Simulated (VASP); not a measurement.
## Rh: relaxation of cell and atoms with PBEsol

The system is Rh.

```
Rh
1.0
     0.00000    1.90155    1.90155
     1.90155    0.00000    1.90155
     1.90155    1.90155    0.00000
Rh
1
Direct
  0.00000 0.00000 0.00000
```

```json
{
  "Program": "VASP 6.6.1",
  "Task": "relaxation of cell and atoms",
  "Functional": "PBEsol",
  "Potentials or basis": "VASP PAW PBE potentials, release 64 (Rh_pv)",
  "Cutoff": "600 eV",
  "k mesh": "18 × 18 × 18",
  "Occupations": "gaussian, width 0.1 eV",
  "Spin": "no spin polarisation",
  "Dipole correction": "no",
  "Further INCAR settings": "ALGO = Normal; EDIFF = 1e-06; IBRION = 2; EDIFFG = -0.005; NSW = 100; ISIF = 3"
}
```

```
Relaxed volume                         : 13.50 Å³/atom
Relaxed cell                           : a = 2.672 Å, b = 2.672 Å, c = 2.672 Å, α = 60.00°, β = 60.00°, γ = 60.00°
Space group after relaxing (to 0.05 Å) : Fm-3m (No. 225)
Energy gained by relaxing              : 4.4 meV/atom
Ionic steps                            : 6
Pressure after relaxing                : 0.0 GPa
```

Step by step:
```tsv
step	energy change (eV)	largest force (eV/Å)	pressure (GPa)	volume (Å³)
1	0.0000	0.0000	-5.36	13.75
2	0.0265	0.0000	16.37	12.86
3	-0.0044	0.0000	-0.10	13.50
4	-0.0044	0.0000	0.06	13.49
5	-0.0044	0.0000	-0.10	13.50
6	-0.0044	0.0000	0.00	13.50
```

Final structure:
```
Rh
1.0
     0.00000    1.88968    1.88968
     1.88968    0.00000    1.88968
     1.88968    1.88968    0.00000
Rh
1
Direct
  0.00000 0.00000 0.00000
```

Levels at points of the mesh, in eV from the Fermi level:
```csv
k point,band 5,band 6,band 7,band 8,band 9,band 10
"(0.00, 0.00, 0.00)",-3.20,-3.20,-3.20,-1.02,-1.02,15.91
"(0.50, 0.00, 0.00)",-3.27,-3.27,0.59,0.59,0.62,8.77
"(0.50, 0.50, 0.00)",-6.16,0.57,1.02,1.02,3.20,12.46
```

Wall time 31 s on 1 thread of Intel(R) Xeon(R) 6975P-C (Granite Rapids), on a shared host, peak memory 0.17 GiB.

Caveat: the PAW data sets were made with another functional, which shifts forces and pressure a little.
